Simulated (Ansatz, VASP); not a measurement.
# Rh in VASP and in Ansatz

File INCAR:

```
PREC     = Accurate       # precision mode
ENCUT    = 520            # plane-wave cutoff, eV
EDIFF    = 1E-6           # SCF threshold, eV
ISMEAR   = -1             # smearing method
SIGMA    = 0.05           # smearing width, eV
LREAL    = F              # projectors in reciprocal space
LASPH    = T              # aspherical terms in the spheres
NELM     = 100            # most SCF steps
ALGO     = Normal         # electronic algorithm
ISIF     = 2              # what is computed and relaxed
LWAVE    = F              # write WAVECAR
LCHARG   = F              # write CHGCAR
GGA      = CA             # functional
NBANDS   = 14             # bands
```

KPOINTS

```
Automatic mesh
0
Gamma
  17 17 17
```

Contents of POSCAR:

```
Rh
1.0
    0.0000000000      1.8768295046      1.8768295046
    1.8768295046      0.0000000000      1.8768295046
    1.8768295046      1.8768295046      0.0000000000
Rh
1
Direct
    0.0000000000      0.0000000000      0.0000000000
```

Input for Ansatz:

```yaml
crystal:
  lattice:
    - [0.0, 1.8768295046, 1.8768295046]
    - [1.8768295046, 0.0, 1.8768295046]
    - [1.8768295046, 1.8768295046, 0.0]
  atoms:
    - { symbol: Rh, position: [0.0, 0.0, 0.0] }
kpoints:
  mp_grid: { grid: [17, 17, 17] }
  band_path:
    path:
      - [0.0, 0.0, 0.0]
      - [0.5, 0.0, 0.5]
      - [0.625, 0.25, 0.625]
      - [0.375, 0.375, 0.75]
      - [0.0, 0.0, 0.0]
      - [0.5, 0.5, 0.5]
      - [0.5, 0.25, 0.75]
      - [0.5, 0.0, 0.5]
    npoints: 14
scf:
  occupations: { method: fermi_dirac, width: 0.05 }
hamiltonian:
  xc: lda
  pseudopotentials: { kind: all_electron, lapw: { basis_error: 0.001 } }
output:
  forces: true
  stress: true
  eigenvalues: true
  populations: true
  dos: { projected: true, de: 0.2, e_range: [-14, 8] }
```

Alike in both runs: task single point; functional LDA; k mesh 17 × 17 × 17; occupations fermi-dirac, width 0.05 eV; no spin polarisation.

```csv
,VASP,Ansatz
version,VASP 6.6.1,Ansatz 0.2.0
potentials or method,"VASP PAW LDA potentials, release 64 (Rh_pv), cutoff 520 eV","all-electron LAPW, scalar-relativistic"
```

|  | VASP | Ansatz | Ansatz less VASP |
| --- | --- | --- | --- |
| pressure (GPa) | 0.9 | 0.0 | -0.88 |

LDA's correlation is that of Perdew and Zunger in VASP and of Perdew and Wang (1992) in Ansatz. Ansatz ran all-electron here, and VASP with PAW potentials.
